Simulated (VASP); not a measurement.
Here is a VASP 6.6.1 calculation.

INCAR

```
  PREC = Accurate
  ENCUT = 600
  EDIFF = 1E-6
  ISMEAR = 0
  SIGMA = 0.02
  LREAL = F
  LASPH = T
  NELM = 60
  ALGO = Normal
  ISIF = 3
  LWAVE = F
  LCHARG = F
  GGA = PE
  IVDW = 12
  IBRION = 2
  NSW = 70
  EDIFFG = -0.02
```

The input KPOINTS:

```
Automatic mesh
0
Gamma
  6 6 6
```

The input POSCAR:

```
Ga2O3
1.0
    2.5286557273      1.4599202339      4.5416940459
   -2.5286557273      1.4599202339      4.5416940459
    0.0000000000     -2.9198399607      4.5416942089
Ga O
4 6
Direct
    0.3557656963      0.3557656963      0.3557656963
    0.1442343037      0.1442343037      0.1442343037
    0.6442343037      0.6442343037      0.6442343037
    0.8557656963      0.8557656963      0.8557656963
    0.5531629554      0.9468370446      0.2500000000
    0.2500000000      0.5531629554      0.9468370446
    0.9468370446      0.2500000000      0.5531629554
    0.4468370446      0.0531629554      0.7500000000
    0.7500000000      0.4468370446      0.0531629554
    0.0531629554      0.7500000000      0.4468370446
```

Potentials or basis: VASP PAW PBE potentials, release 64 (Ga_d, O).

Run with:

```bash
$ cat potpaw_PBE.64/Ga_d/POTCAR potpaw_PBE.64/O/POTCAR > POTCAR
$ mpirun -np 1 vasp_std > vasp.out
```

(1) Predict the band gap on the k mesh.

(2) What does it give for the relaxed volume?

(3) Estimate the relaxed cell.

(4) Estimate the space group after relaxing (to 0.1 Å).

## Answers

(1) 2.54 eV (least direct gap 2.77 eV).

(2) 9.92 Å³/atom.

(3) a = 5.374 Å, b = 5.374 Å, c = 5.374 Å, α = 55.86°, β = 55.86°, γ = 55.86°.

(4) R-3c (No. 167).
